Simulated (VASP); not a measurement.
# Li (a cell with a defect) in VASP: further runs

The runs below take Li (a cell with a defect) through single point, with PBE+D3(BJ).

Program: VASP 6.6.1. These are calculated values, not measurements. Logs are shortened: lines on timing, memory, paths and dates and some standing lists are left out, and cuts for length are marked.

## Step 1: The cell of the first run

The cell holds a defect, 17 atoms: a = 6.980 Å, b = 6.980 Å, c = 6.980 Å, α = 90.00°, β = 90.00°, γ = 90.00°.

## Step 2: Single point, PBE+D3(BJ)

Contents of INCAR:

```
SYSTEM = Li
PREC = Accurate
ENCUT = 520
EDIFF = 1E-7
ISMEAR = 0
SIGMA = 0.15
LREAL = Auto
LASPH = .TRUE.
NELM = 80
ALGO = Normal
ISIF = 2
LWAVE = .FALSE.
LCHARG = .TRUE.
GGA = PE
IVDW = 12
LELF = .TRUE.
LVHAR = .TRUE.
NBANDS = 40
```

Contents of KPOINTS:

```
regular mesh
0
G
  3 3 3
  0 0 0
```

Contents of POSCAR:

```
Li
1.0
    6.9800000000      0.0000000000      0.0000000000
    0.0000000000      6.9800000000      0.0000000000
    0.0000000000      0.0000000000      6.9800000000
Li
17
Direct
    0.0004855301      0.0082007163     -0.0216404011
    0.5116504298      0.0215702006      0.0046345272
    0.0463677650      0.4848041547     -0.0136558739
    0.0291783668      0.0003699140      0.5054878223
    0.2018981375      0.2794901146      0.2606159026
    0.4805183381      0.4646641834      0.0362325215
    0.4516103152      0.0594220630      0.4150809456
    0.7770169054      0.2659618911      0.2576369628
    0.0030087393      0.5405577364      0.5253113181
    0.2504618911      0.7553167622      0.2334759312
    0.2769028653      0.2524422636      0.7347223496
    0.5039104585      0.5171232092      0.4902310888
    0.7667260745      0.7570160458      0.2482345272
    0.7534743553      0.2693368195      0.7357482808
    0.2879269341      0.7622342407      0.7553664756
    0.7540485673      0.6611416905      0.8633744986
    0.6787356734     -0.1036504298      0.6230858166
```

Potentials or basis: VASP PAW PBE potentials, release 64 (Li_sv).

The run is started by

```console
$ cat potpaw_PBE.64/Li_sv/POTCAR > POTCAR
$ mpirun -np 1 vasp_std > vasp.out
```

OUTCAR:

```text
SYSTEM = Li
   PREC = Accurate
   ENCUT = 520
   EDIFF = 1E-7
   ISMEAR = 0
   LREAL = Auto
   LASPH = .TRUE.
   NELM = 80
   ISIF = 2
   GGA = PE
   IVDW = 12
 IVDW          = 12

 ion  position               nearest neighbor table
   1  0.000  0.008  0.978-
   2  0.512  0.022  0.005-
   3  0.046  0.485  0.986-  16 2.53
   4  0.029  0.000  0.505-
   5  0.202  0.279  0.261-   7 2.56
   6  0.481  0.465  0.036-
   7  0.452  0.059  0.415-  17 2.43   5 2.56
   8  0.777  0.266  0.258-
   9  0.003  0.541  0.525-
  10  0.250  0.755  0.233-
  11  0.277  0.252  0.735-
  12  0.504  0.517  0.490-
  13  0.767  0.757  0.248-
  14  0.753  0.269  0.736-
  15  0.288  0.762  0.755-
  16  0.754  0.661  0.863-  17 2.41   3 2.53
  17  0.679  0.896  0.623-  16 2.41   7 2.43

  LATTYP: Found a simple cubic cell.
 ALAT       =     6.9800000000

  Lattice vectors:

 A1 = (   6.9800000000,   0.0000000000,   0.0000000000)
 A2 = (   0.0000000000,   6.9800000000,   0.0000000000)
 A3 = (   0.0000000000,   0.0000000000,   6.9800000000)

Analysis of symmetry for initial positions (statically):
=====================================================================
 Subroutine PRICEL returns:
 Original cell was already a primitive cell.

 Routine SETGRP: Setting up the symmetry group for a
 simple cubic supercell.

 Subroutine GETGRP returns: Found  1 space group operations
 (whereof  1 operations were pure point group operations)
 out of a pool of 48 trial point group operations.

The static configuration has the point symmetry C_1 .

Analysis of symmetry for dynamics (positions and initial velocities):
=====================================================================
 Subroutine PRICEL returns:
 Original cell was already a primitive cell.

 Routine SETGRP: Setting up the symmetry group for a
 simple cubic supercell.

 Subroutine GETGRP returns: Found  1 space group operations
 (whereof  1 operations were pure point group operations)
 out of a pool of 48 trial point group operations.

The dynamic configuration has the point symmetry C_1 .

 Subroutine INISYM returns: Found  1 space group operations
 (whereof  1 operations are pure point group operations),
 and found     1 'primitive' translations

----------------------------------------------------------------------------------------

                                     Primitive cell

  volume of cell :     340.0684

  direct lattice vectors                    reciprocal lattice vectors
     6.980000000  0.000000000  0.000000000     0.143266476  0.000000000  0.000000000
     0.000000000  6.980000000  0.000000000     0.000000000  0.143266476  0.000000000
     0.000000000  0.000000000  6.980000000     0.000000000  0.000000000  0.143266476

  length of vectors
     6.980000000  6.980000000  6.980000000     0.143266476  0.143266476  0.143266476

  position of ions in fractional coordinates (direct lattice)
     0.000485530  0.008200716  0.978359599
     0.511650430  0.021570201  0.004634527
     0.046367765  0.484804155  0.986344126
     0.029178367  0.000369914  0.505487822
     0.201898138  0.279490115  0.260615903
     0.480518338  0.464664183  0.036232521
[... 9 lines left out ...]
     0.754048567  0.661141691  0.863374499
     0.678735673  0.896349570  0.623085817

  ion indices of the primitive-cell ions
   primitive index   ion index
                 1           1
                 2           2
                 3           3
                 4           4
                 5           5
                 6           6
[... 9 lines left out ...]
                16          16
                17          17

----------------------------------------------------------------------------------------

 KPOINTS: regular mesh

Automatic generation of k-mesh.
 Grid dimensions read from file:
 generate k-points for:    3    3    3

 Generating k-lattice:

  Cartesian coordinates                     Fractional coordinates (reciprocal lattice)
     0.047755492  0.000000000  0.000000000     0.333333333  0.000000000  0.000000000
     0.000000000  0.047755492  0.000000000     0.000000000  0.333333333  0.000000000
     0.000000000  0.000000000  0.047755492     0.000000000  0.000000000  0.333333333

  Length of vectors
     0.047755492  0.047755492  0.047755492

  Shift w.r.t. Gamma in fractional coordinates (k-lattice)
     0.000000000  0.000000000  0.000000000

 Subroutine IBZKPT returns following result:
 ===========================================

 Found     14 irreducible k-points:

 Following reciprocal coordinates:
            Coordinates               Weight
  0.000000  0.000000  0.000000      1.000000
  0.333333  0.000000  0.000000      2.000000
  0.000000  0.333333  0.000000      2.000000
  0.000000  0.000000  0.333333      2.000000
  0.333333  0.333333  0.000000      2.000000
  0.000000  0.333333  0.333333      2.000000
  0.333333  0.000000  0.333333      2.000000
 -0.333333  0.333333  0.000000      2.000000
 -0.333333  0.000000  0.333333      2.000000
  0.000000 -0.333333  0.333333      2.000000
  0.333333  0.333333  0.333333      2.000000
 -0.333333  0.333333  0.333333      2.000000
 -0.333333 -0.333333  0.333333      2.000000
  0.333333 -0.333333  0.333333      2.000000
   k-points           NKPTS =     14   k-points in BZ     NKDIM =     14   number of bands    NBANDS=     40
   number of dos      NEDOS =    301   number of ions     NIONS =     17
   total plane-waves  NPLWV = 157464
   dimension x,y,z NGX =    54 NGY =   54 NGZ =   54
   dimension x,y,z NGXF=   108 NGYF=  108 NGZF=  108
   ions per type =              17
   NGX,Y,Z   is equivalent  to a cutoff of  12.86, 12.86, 12.86 a.u.
   NGXF,Y,Z  is equivalent  to a cutoff of  25.72, 25.72, 25.72 a.u.
 SYSTEM =  Li
   PREC   = accura    normal or accurate (medium, high low for compatibility)
   ISTART =      0    job   : 0-new  1-cont  2-samecut
   ICHARG =      2    charge: 1-file 2-atom 10-const
   ISPIN  =      1    spin polarized calculation?
   LNONCOLLINEAR =      F non collinear calculations
   LSORBIT =      F    spin-orbit coupling
   LASPH  =      T    aspherical Exc in radial PAW
   ENCUT  =  520.0 eV  38.22 Ry    6.18 a.u.  12.98 12.98 12.98*2*pi/ulx,y,z
   NELM   =     80;   NELMIN=  2; NELMDL= -5     # of ELM steps
   EDIFF  = 0.1E-06   stopping-criterion for ELM
   LREAL  =      T    real-space projection
   EDIFFG = 0.1E-05   stopping-criterion for IOM
   NSW    =      0    number of steps for IOM
   IBRION =     -1    ionic relax: 0-MD 1-quasi-New 2-CG
   NFREE  =      0    steps in history (QN), initial steepest desc. (CG)
   ISIF   =      2    stress and relaxation
   ISYM   =      2    0-nonsym 1-usesym 2-fastsym
   POTIM  = 0.5000    time-step for ionic-motion
   TEBEG  =    0.0;   TEEND  =   0.0 temperature during run
   PSTRESS=    0.0 pullay stress
   NELECT =      51.0000    total number of electrons
   NUPDOWN=      -1.0000    fix difference up-down
   EMIN   =  10.00;   EMAX   =-10.00  energy-range for DOS
   EFERMI =   0.00;   METHOD = LEGACY
   ISMEAR =     0;   SIGMA  =   0.15  broadening in eV -4-tet -1-fermi 0-gaus
   EFERMI_NEDOS =   21; number of points for ismear=-14 and -15
   IALGO  =     38    algorithm
   IMIX   =      4    mixing-type and parameters
     AMIX     =   0.40;   BMIX     =  1.00
     AMIX_MAG =   1.60;   BMIX_MAG =  1.00
  volume/ion in A,a.u.               =      20.00       134.99
  Fermi-wavevector in a.u.,A,eV,Ry     =   0.869780  1.643646 10.293044  0.756517
  Thomas-Fermi vector in A             =   1.988651
   LORBIT       =      0    0 simple, 1 ext, 2 COOP (PROOUT), +10 PAW based schemes
   GGA     = PE    functional components
   LHFCALC =     F    Hartree Fock is set to
   AEXX    =    0.0000 exact exchange contribution
   IVDW    =    12    specifies the selected vdW correction
   LEPSILON=     F    determine dielectric tensor
   LRPA    =     F    only Hartree local field effects (RPA)
 non-spin polarized calculation
 Gauss-broadening in eV      SIGMA  =   0.15
  energy-cutoff  :      520.00
  volume of cell :      340.07
 maximum number of plane-waves:      9180
 NGX is ok and might be reduce to    54
   NGX = 25   NGY = 25   NGZ = 25

 number of electron      50.9999999 magnetization

 Free energy of the ion-electron system (eV)
  ---------------------------------------------------
  ext. energy  EPLUGINS =         0.00000000
  ---------------------------------------------------
  free energy    TOTEN  =       -31.78100117 eV

  energy without entropy =      -31.69880925  energy(sigma->0) =      -31.73990521

 E-fermi :   0.5931     XC(G=0):  -7.0712

 val. band max:        0.5382982322   @ k =   0.0000  -0.3333   0.3333
 cond. band min:       0.6213952048   @ k =   0.0000   0.3333   0.3333
 fundamental gap:      0.0830969726
 Fermi energy:         0.5930827352

 k-point     1 :       0.0000    0.0000    0.0000
  band No.  band energies     occupation
      1     -46.0237      2.00000
      2     -45.9889      2.00000
      3     -45.9458      2.00000
      4     -45.9222      2.00000
      5     -45.9160      2.00000
      6     -45.9026      2.00000
[... 29 lines left out ...]
     36       3.6151      0.00000
     37       3.7413      0.00000

 k-point     2 :       0.3333    0.0000    0.0000
  band No.  band energies     occupation
      1     -46.0236      2.00000
      2     -45.9889      2.00000
      3     -45.9458      2.00000
      4     -45.9222      2.00000
      5     -45.9160      2.00000
      6     -45.9024      2.00000
[... 29 lines left out ...]
     36       3.7726      0.00000
     37       3.8478      0.00000

 k-point     3 :       0.0000    0.3333    0.0000
  band No.  band energies     occupation
      1     -46.0236      2.00000
      2     -45.9891      2.00000
      3     -45.9458      2.00000
      4     -45.9222      2.00000
      5     -45.9158      2.00000
      6     -45.9031      2.00000
[... 29 lines left out ...]
     36       3.7290      0.00000
     37       3.7487      0.00000

 k-point     4 :       0.0000    0.0000    0.3333
  band No.  band energies     occupation
      1     -46.0235      2.00000
      2     -45.9892      2.00000
      3     -45.9458      2.00000
      4     -45.9221      2.00000
      5     -45.9161      2.00000
      6     -45.9024      2.00000
[... 29 lines left out ...]
     36       3.6850      0.00000
     37       3.8219      0.00000
[... 282 lines left out ...]
  band No.  band energies     occupation
      1     -46.0234      2.00000
      2     -45.9893      2.00000
      3     -45.9458      2.00000
      4     -45.9221      2.00000
      5     -45.9160      2.00000
      6     -45.9026      2.00000
[... 29 lines left out ...]
     36       3.5767      0.00000
     37       3.9900      0.00000

 k-point    13 :      -0.3333   -0.3333    0.3333
  band No.  band energies     occupation
      1     -46.0234      2.00000
      2     -45.9893      2.00000
      3     -45.9458      2.00000
      4     -45.9221      2.00000
      5     -45.9160      2.00000
      6     -45.9025      2.00000
[... 29 lines left out ...]
     36       3.6492      0.00000
     37       3.9088      0.00000

 k-point    14 :       0.3333   -0.3333    0.3333
  band No.  band energies     occupation
      1     -46.0234      2.00000
      2     -45.9893      2.00000
      3     -45.9458      2.00000
      4     -45.9221      2.00000
      5     -45.9160      2.00000
      6     -45.9025      2.00000
[... 29 lines left out ...]
     36       3.7653      0.00000
     37       3.9616      0.00000
 [bands above 37 left out]

------------------------ aborting loop because EDIFF is reached ----------------------------------------

 Edisp (eV)   -2.91856

 E8    (eV) :    -1.2175

  FORCE on cell =-STRESS in cart. coord.  units (eV):
  Direction    XX          YY          ZZ          XY          YZ          ZX
  --------------------------------------------------------------------------------------
  -------------------------------------------------------------------------------------
  Total      -2.27485    -2.74375    -2.17270    -0.27787    -0.71281     0.51028
  in kB     -10.71757   -12.92673   -10.23634    -1.30914    -3.35828     2.40412
  external pressure =      -11.29 kB  Pullay stress =        0.00 kB

 VOLUME and BASIS-vectors are now :
 -----------------------------------------------------------------------------
  energy-cutoff  :      520.00
  volume of cell :      340.07
      direct lattice vectors                 reciprocal lattice vectors
     6.980000000  0.000000000  0.000000000     0.143266476  0.000000000  0.000000000
     0.000000000  6.980000000  0.000000000     0.000000000  0.143266476  0.000000000
     0.000000000  0.000000000  6.980000000     0.000000000  0.000000000  0.143266476

 POSITION                                       TOTAL-FORCE (eV/Angst)
 -----------------------------------------------------------------------------------
      0.00339      0.05724      6.82895         0.004611     -0.006942     -0.000853
      3.57132      0.15056      0.03235        -0.000594     -0.005503     -0.007636
      0.32365      3.38393      6.88468         0.010072      0.005004     -0.024053
      0.20367      0.00258      3.52830         0.011103     -0.010487      0.023934
      1.40925      1.95084      1.81910        -0.017977      0.001947      0.000605
      3.35402      3.24336      0.25290         0.010245     -0.009988      0.014216
[... 9 lines left out ...]
      5.26326      4.61477      6.02635        -0.010914      0.035857     -0.018991
      4.73758      6.25652      4.34914        -0.019206     -0.027892      0.022747
 -----------------------------------------------------------------------------------
    total drift:                                0.012985     -0.003548      0.003818

  FREE ENERGIE OF THE ION-ELECTRON SYSTEM (eV)
  ---------------------------------------------------
  free  energy   TOTEN  =       -34.6995623161 eV

  energy  without entropy=      -34.6173703945  energy(sigma->0) =      -34.65846636
```

Run time: 9.9 min. Hardware: 1 thread of Intel Xeon 6975P-C, shared host; peak memory 0.41 GiB.

What came out:

| Item | Value |
| --- | --- |
| Free energy | -34.6996 eV |
| Largest force | 0.042 eV/Å |
| Dispersion energy per atom | -0.172 eV |

Forces on the atoms (eV/Å):
```
Li   0.005 -0.007 -0.001
Li  -0.001 -0.006 -0.008
Li   0.010  0.005 -0.024
Li   0.011 -0.010  0.024
Li  -0.018  0.002  0.001
Li   0.010 -0.010  0.014
Li  -0.001  0.017 -0.034
Li  -0.006 -0.002 -0.001
Li  -0.001  0.001  0.007
Li  -0.002  0.009  0.003
Li   0.006 -0.001 -0.005
Li   0.001 -0.005  0.009
Li   0.008  0.005  0.007
Li   0.009 -0.002  0.001
Li  -0.001 -0.004  0.004
Li  -0.011  0.036 -0.019
Li  -0.019 -0.028  0.023
```

Levels at points of the mesh, in eV from the Fermi level:
```csv
k point,band 22,band 23,band 24,band 25,band 26,band 27,band 28,band 29
"(0.00, 0.00, 0.00)",-1.18,-1.14,-1.12,0.05,0.11,0.32,0.35,0.41
```

Caveat: the cutoff is under 1.25 times the usual one of these potentials, so pressure, stress and relaxed cells hold a basis-set (Pulay) error.

(Continued in part 2 of 2.)
